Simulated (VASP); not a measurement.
Write the native input for VASP 6.6.1 that does the following.

```yaml
Task: single point
Functional: PBE
Potentials_or_basis: VASP PAW PBE potentials, release 64 (Rh_pv, N)
Cutoff: 520 eV
k_mesh: 6 × 6 × 4
Occupations: gaussian, width 0.1 eV
Spin: collinear spin, ferromagnetic start
Starting_moments: "[1.0, 1.0, 1.0, 0.0, 0.0] μB"
Dipole_correction: no
Further_INCAR_settings: ALGO = Normal; EDIFF = 1e-06; NBANDS = 40
```

The structure of Rh3N2 lies in POSCAR:

```
Rh3N2
1.0
    3.3670373942      0.0000000000      0.0000000000
   -1.6835186971      2.9159399189      0.0000000000
    0.0000000000      0.0000000000      5.2385632555
Rh N
3 2
Direct
    0.0000000000      0.0000000000      0.0000000000
    0.3333333333      0.6666666667      0.6450000000
    0.6666666667      0.3333333333      0.3550000000
    0.3333333333      0.6666666667      0.2450000000
    0.6666666667      0.3333333333      0.7550000000
```

One way to write it, as run:

INCAR

```
ALGO     = Normal         # electronic algorithm
EDIFF    = 1E-6           # SCF threshold, eV
ENCUT    = 520            # plane-wave cutoff, eV
GGA      = PE             # functional
ISIF     = 2              # what is computed and relaxed
ISMEAR   = 0              # smearing method
ISPIN    = 2              # spin polarisation
LASPH    = True           # aspherical terms in the spheres
LCHARG   = True           # write CHGCAR
LELF     = True           # ELF
LMAXMIX  = 4              # l up to which the mixer works
LORBIT   = 11             # projections on sites
LREAL    = False          # projectors in reciprocal space
LVHAR    = True         
LWAVE    = False          # write WAVECAR
MAGMOM   = 1 1 1 0 0      # initial moments
NBANDS   = 40             # bands
NELM     = 150            # most SCF steps
PREC     = Accurate       # precision mode
SIGMA    = 0.1            # smearing width, eV
```

KPOINTS

```
k-points
0
Gamma
  6 6 4
```

Potentials or basis: VASP PAW PBE potentials, release 64 (Rh_pv, N).

Command:

```sh
$ cat potpaw_PBE.64/Rh_pv/POTCAR potpaw_PBE.64/N/POTCAR > POTCAR
$ mpirun -np 1 vasp_std > vasp.out
```

It gave:

```
Pressure                                              : 42.8 GPa
Largest force                                         : 2.779 eV/Å
Net moment                                            : 0.00 μB per cell
Valence electrons inside the program's atomic spheres : Rh 13.77, 14.13 (each value once); N 3.60
```

Caveat: the cell stands under pressure; forces of over 1 eV/Å act on the atoms, so gaps and moduli don't describe the material at rest.

Wall time 3.2 min on 1 thread of AMD EPYC 7R43 64-Core Processor (Zen 3), with other jobs on the host, peak memory 0.23 GiB.
